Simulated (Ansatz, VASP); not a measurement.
# Two plane-wave programs on Zr

The input INCAR:

```
PREC     = Accurate       # precision mode
ENCUT    = 600            # plane-wave cutoff, eV
EDIFF    = 1E-6           # SCF threshold, eV
ISMEAR   = 0              # smearing method
SIGMA    = 0.1            # smearing width, eV
LREAL    = F              # projectors in reciprocal space
LASPH    = T              # aspherical terms in the spheres
NELM     = 80             # most SCF steps
ALGO     = Normal         # electronic algorithm
ISIF     = 3              # what is computed and relaxed
LWAVE    = F              # write WAVECAR
LCHARG   = F              # write CHGCAR
GGA      = PE             # functional
IBRION   = 2              # ionic algorithm
NSW      = 100            # ionic steps
EDIFFG   = -0.01          # ionic threshold
```

File KPOINTS:

```
regular mesh
0
Gamma
  22 22 22
```

POSCAR

```
Zr
1.0
    0.0000000000      2.2628317202      2.2628317202
    2.2628317202      0.0000000000      2.2628317202
    2.2628317202      2.2628317202      0.0000000000
Zr
1
Direct
    0.0000000000      0.0000000000      0.0000000000
```

Input for Ansatz:

```yaml
crystal:
  lattice:
    - [0.0, 2.2628317202, 2.2628317202]
    - [2.2628317202, 0.0, 2.2628317202]
    - [2.2628317202, 2.2628317202, 0.0]
  atoms:
    - { symbol: Zr, position: [0.0, 0.0, 0.0] }
basis:
  ecutwfc: 420
kpoints:
  mp_grid: { grid: [22, 22, 22] }
hamiltonian:
  xc: pbe
scf:
  occupations: { method: gaussian, width: 0.1 }
output:
  forces: true
  stress: true
  eigenvalues: true
relax:
  adjacent_minimum: "off"
  f_tol: 0.01
  max_steps: 80
  cell: { stress_tol: 0.05 }
```

Alike in both runs: task relaxation of cell and atoms; functional PBE; k mesh 22 × 22 × 22; occupations gaussian, width 0.1 eV; no spin polarisation.

|  | VASP | Ansatz |
| --- | --- | --- |
| version | VASP 6.6.1 | Ansatz 0.2.0 |
| potentials or method | VASP PAW PBE potentials, release 64 (Zr_sv), cutoff 600 eV | scalar-relativistic, plane waves, PAW |
| valence electrons in the cell | 12 | 12 |

```tsv
	VASP	Ansatz	Ansatz less VASP
gap on the k mesh at the Fermi level, each at its own relaxed structure (eV)	none	none	-
relaxed volume (Å³/atom)	23.20	23.19	-0.009
relaxed length of the cell vector where the two differ most in proportion (Å)	3.201	3.201	-0.0004
```

A gap of «none» marks a metal or a gap that the smearing closes.
